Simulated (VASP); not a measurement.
Here is a VASP 6.6.1 calculation.

Contents of INCAR:

```
  ALGO = Normal
  EDIFF = 1E-7
  ENCUT = 520
  GGA = PE
  ISIF = 2
  ISMEAR = -1
  LASPH = T
  LCHARG = F
  LREAL = F
  LWAVE = F
  NBANDS = 26
  NELM = 100
  PREC = Accurate
  SIGMA = 0.05
```

File KPOINTS:

```
k-points
0
Gamma
  9 9 5
```

Contents of POSCAR:

```
ZnO
1.0
    3.2274999067      0.0000000000      0.0000000000
   -1.6137499533      2.7950969099      0.0000000000
    0.0000000000      0.0000000000      5.1707703030
Zn O
2 2
Direct
    0.6666666667      0.3333333333      0.0000000000
    0.3333333333      0.6666666667      0.5000000000
    0.3333333333      0.6666666667      0.8790100000
    0.6666666667      0.3333333333      0.3790100000
```

Potentials or basis: VASP PAW PBE potentials, release 64 (Zn, O).

Command:

```sh
$ cat potpaw_PBE.64/Zn/POTCAR potpaw_PBE.64/O/POTCAR > POTCAR
$ mpirun -np 1 vasp_std > vasp.out
```

(1) Estimate the largest force.

(2) What does it give for the band gap on the k mesh?

(3) Estimate the pressure.

Results:

(1) 0.081 eV/Å.

(2) 0.82 eV, direct.

(3) 9.2 GPa.
